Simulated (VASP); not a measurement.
Crystal: InP.

```
In P
1.0
     0.00000    2.85500    2.85500
     2.85500    0.00000    2.85500
     2.85500    2.85500    0.00000
In P
1 1
Cartesian
  0.0000 0.0000 0.0000
  2.8550 2.8550 2.8550
```

Base run:

```yaml
Program: VASP 6.6.1
Functional: PBE
Potentials_or_basis: VASP PAW PBE potentials, release 64 (In_d, P)
Cutoff: 500 eV
k_mesh: 8 × 8 × 8
Occupations: gaussian, width 0.05 eV
Spin: no spin polarisation
```

Its results: band gap on the k mesh zero (band 9 reaches 6.24 eV, above the bottom of band 10 at 3.93 eV); pressure -5.4 GPa.

Task: The run is repeated on the same cell with these changes: functional from PBE to RPBE. What comes out?

Result: Band gap on the k mesh zero (band 9 reaches 6.33 eV, above the bottom of band 10 at 4.04 eV); pressure -3.8 GPa.

RPBE binds less tightly than PBE, so the same cell stands under more pressure.

Caveats: spin-orbit coupling is left out, which moves the levels of the heavy elements; the PAW data sets were made with another functional, which shifts forces and pressure a little (some runs).
